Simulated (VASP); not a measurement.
Runs of VASP 6.6.1 on Zn4S. The structure is that of space group P-43m (No. 215), or close to it. The cells are those of the table. 

| task | cell | k mesh | cutoff (eV) | gap on the mesh (eV) | pressure (GPa) | relaxed volume (Å³/atom) | largest force (eV/Å) |
| --- | --- | --- | --- | --- | --- | --- | --- |
| relaxation of cell and atoms | relaxed from a = 4.537 Å, 5 atoms | 4 × 4 × 4 | 600 | none | -0.2 | 18.55 | 0.02 |
| single point | a = 4.511 Å, 5 atoms | 4 × 4 × 4 | 520 | none | 0.3 | - | 0.01 |
| single point | a = 4.537 Å, 5 atoms | 4 × 4 × 4 | 520 | none | (b) | - | (a) |
| relaxation of cell and atoms | relaxed from a = 4.511 Å, 5 atoms | 8 × 8 × 8 | 600 | none | 0.1 | 18.22 | - |
| single point | a = 4.495 Å, 5 atoms | 8 × 8 × 8 | 520 | none | 0.2 | - | - |

Alike in all rows: level PBE; potentials or basis VASP PAW PBE potentials, release 64 (Zn, S); no spin polarisation; smearing gaussian 0.1 eV.

Q: Estimate the missing entries.

A: (a) 1.44; (b) 0.6.

Caveats: forces of over 1 eV/Å act on the atoms, so gaps and moduli don't describe the material at rest (some runs).

A gap of «none» marks levels without a gap at the run's occupations.
